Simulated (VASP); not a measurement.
SnTe (rocksalt type), 2 atoms in the cell. The structure is cubic, space group Fm-3m (No. 225). Conventional cell: a = 6.368 Å, b = 6.368 Å, c = 6.368 Å, α = 90.00°, β = 90.00°, γ = 90.00°. Within 4.2 Å of Sn (site symmetry m-3m) lie 6 Te at 3.18 Å. Te (site symmetry m-3m) has 6 Sn at 3.18 Å within 4.2 Å. 

* Program: VASP 6.6.1
* Task: single point
* Functional: r2SCAN
* Potentials or basis: VASP PAW PBE potentials, release 64 (Sn_d, Te)
* Cutoff: 520 eV
* k mesh: 13 × 13 × 13
* Occupations: fermi-dirac, width 0.08 eV
* Spin: no spin polarisation
* Dipole correction: no
* Further INCAR settings: ALGO = Normal; EDIFF = 1e-06; NBANDS = 17

Potentials or basis: VASP PAW PBE potentials, release 64 (Sn_d, Te).

Command:

```sh
$ cat potpaw_PBE.64/Sn_d/POTCAR potpaw_PBE.64/Te/POTCAR > POTCAR
$ cp INCAR.step1 INCAR
$ mpirun -np 1 vasp_std > vasp.out
$ cp INCAR.step2 INCAR
$ mpirun -np 1 vasp_std > vasp.out
```

Hardware: 1 thread of Intel Xeon 8259CL, with other jobs on the host.

Q: How long does it take, and how much memory?

A: Wall time 4.2 min on 1 thread of Intel Xeon 8259CL, with other jobs on the host, peak memory 0.28 GiB. Counts: k points 84.
